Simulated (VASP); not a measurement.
ScInS3:

```
Sc In S
1.0
     3.51578    2.02984    2.89433
    -3.51578    2.02984    2.89433
     0.00000   -4.05968    2.89433
Sc In S
1 1 3
Cartesian
  0.0000 0.0000 4.3415
  0.0000 0.0000 0.0000
  1.6925 -2.9315 4.3415
  -3.3850 0.0000 4.3415
  1.6925 2.9315 4.3415
```

The cell was generated, and may not be a known phase.

```yaml
Program: VASP 6.6.1
Task: relaxation of cell and atoms
Functional: PBE
Potentials_or_basis: VASP PAW PBE potentials, release 64 (Sc_sv, In_d, S)
Cutoff: 600 eV
k_mesh: 6 × 6 × 6
Occupations: gaussian, width 0.1 eV
Spin: no spin polarisation
```

At the start: pressure -2.0 GPa; volume 24.79 Å³/atom.

Q: How do energy, volume and symmetry change on relaxing?

A: Over 27 steps the energy falls by 539.7 meV/atom and the volume is 25.13 Å³/atom (+1.4 %); space group R32 (No. 155, to 0.1 Å) before and after.

Step by step:
```tsv
step	energy change (eV)	largest force (eV/Å)	pressure (GPa)	volume (Å³)
1	0.0000	0.5300	-1.99	123.93
2	-0.0687	0.6573	0.75	118.50
3	-0.0723	0.6972	1.72	116.86
4	-0.1320	0.8022	2.06	116.20
5	-0.3543	1.0517	3.08	114.22
6	-0.9094	1.2318	5.39	110.30
7	-1.5176	0.0106	14.73	102.61
8	-1.5244	0.6394	10.92	104.75
9	-1.5508	0.3877	12.49	103.76
10	-1.5714	0.3371	12.58	103.81
11	-1.6249	0.1731	12.88	103.94
12	-1.6876	0.2233	13.73	104.20
13	-1.6925	0.4465	14.23	104.32
14	-1.7727	0.4419	13.42	105.19
15	-1.9887	0.4298	11.09	107.83
16	-2.3151	0.4261	7.01	113.22
17	-2.5953	0.4689	1.16	124.50
18	-2.6022	0.4786	0.36	126.67
19	-2.6021	0.4806	0.20	127.15
20	-2.6145	0.4547	0.17	127.04
21	-2.6469	0.3774	0.13	126.71
22	-2.6878	0.2163	0.13	126.01
23	-2.6700	0.1120	0.41	124.51
24	-2.6966	0.1004	0.20	125.48
25	-2.6981	0.0322	-0.09	125.82
26	-2.6982	0.0138	-0.17	125.92
27	-2.6985	0.0089	-0.09	125.65
```

Final structure:
```yaml
crystal:
  lattice:
    - [3.28974, 1.89933, 3.35152]
    - [-3.28974, 1.89933, 3.35152]
    - [0.00000, -3.79867, 3.35152]
  atoms:
    - { symbol: Sc, position: [0.50000, 0.50000, 0.50000] }
    - { symbol: In, position: [0.00000, 0.00000, 0.00000] }
    - { symbol: S, position: [0.50000, 0.13215, 0.86785] }
    - { symbol: S, position: [0.13215, 0.86785, 0.50000] }
    - { symbol: S, position: [0.86785, 0.50000, 0.13215] }
```
